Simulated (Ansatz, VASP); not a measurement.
Two plane-wave programs on InSb3

```xyz
4
Lattice="0.0000 3.6621 3.6621 3.6621 0.0000 3.6621 3.6621 3.6621 0.0000" Properties=species:S:1:pos:R:3 pbc="T T T"
In    0.0000    0.0000    0.0000
Sb    1.8310    1.8310    1.8310
Sb    5.4931    5.4931    5.4931
Sb    3.6043    3.6043    3.6043
```

Alike in both runs: task single point; functional PBEsol; dispersion D3(BJ); k mesh 12 × 12 × 12; occupations gaussian, width 0.15 eV; no spin polarisation.

|  | VASP | Ansatz |
| --- | --- | --- |
| version | VASP 6.6.1 | Ansatz 0.2.0 |
| potentials or method | VASP PAW PBE potentials, release 64 (In_d, Sb), cutoff 520 eV | scalar-relativistic, plane waves, PAW |
| valence electrons in the cell | 28 | 58 |

Ansatz gave:

* gap on the k mesh at the Fermi level (eV): none
* pressure (GPa): 0.4
* traceless stress, the component that is largest in VASP (GPa): 0.05
* rms of the force components (eV/Å): 0.102

Q: Which values does VASP return?

A: gap on the k mesh at the Fermi level (eV): none; pressure (GPa): 0.5; traceless stress, the component that is largest in VASP (GPa): 0.05; rms of the force components (eV/Å): 0.105.

VASP's potentials were made for PBE, not for PBEsol. Atom by atom the forces differ by 0.003 eV/Å (rms over components). A gap of «none» marks a metal or a gap that the smearing closes. VASP's potentials hold 28 valence electrons a cell and Ansatz's 58, so a difference there can come from the potentials and not from the codes.

Spin-orbit coupling is off throughout.
